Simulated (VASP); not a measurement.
**Cd: single point with PBEsol+D3(BJ)**

Crystal: Cd.

```
Cd
1.0
    -1.65327    1.65327    1.65327
     1.65327   -1.65327    1.65327
     1.65327    1.65327   -1.65327
Cd
1
Direct
  0.00000 0.00000 0.00000
```

```yaml
Program: VASP 6.6.1
Task: single point
Functional: PBEsol
Dispersion: D3(BJ)
Potentials_or_basis: VASP PAW PBE potentials, release 64 (Cd)
Cutoff: 520 eV
k_mesh: 7 × 7 × 7
Occupations: fermi-dirac, width 0.1 eV
Spin: no spin polarisation
```

```json
{
  "Pressure": "9.8 GPa",
  "Band gap on the k mesh": "zero (band 6 reaches 6.43 eV, above the bottom of band 7 at 4.00 eV)",
  "Dispersion energy per atom": "-0.499 eV"
}
```

Levels at points of the mesh, in eV from the Fermi level:
| k point | band 3 | band 4 | band 5 | band 6 | band 7 | band 8 | band 9 | band 10 |
| --- | --- | --- | --- | --- | --- | --- | --- | --- |
| (0.00, 0.00, 0.00) | -9.89 | -9.89 | -8.93 | -8.93 | 16.37 | 16.37 | 16.37 | 19.34 |

It took 13 s on 1 thread of AMD EPYC 7R13, with other jobs on the host, peak memory 0.11 GiB.

Caveat: the k points lie up to 0.38 Å⁻¹ apart; three body term missing; the PAW data sets were made with another functional, which shifts forces and pressure a little; pairwise dispersion overbinds metals, which lowers pressure and volume.
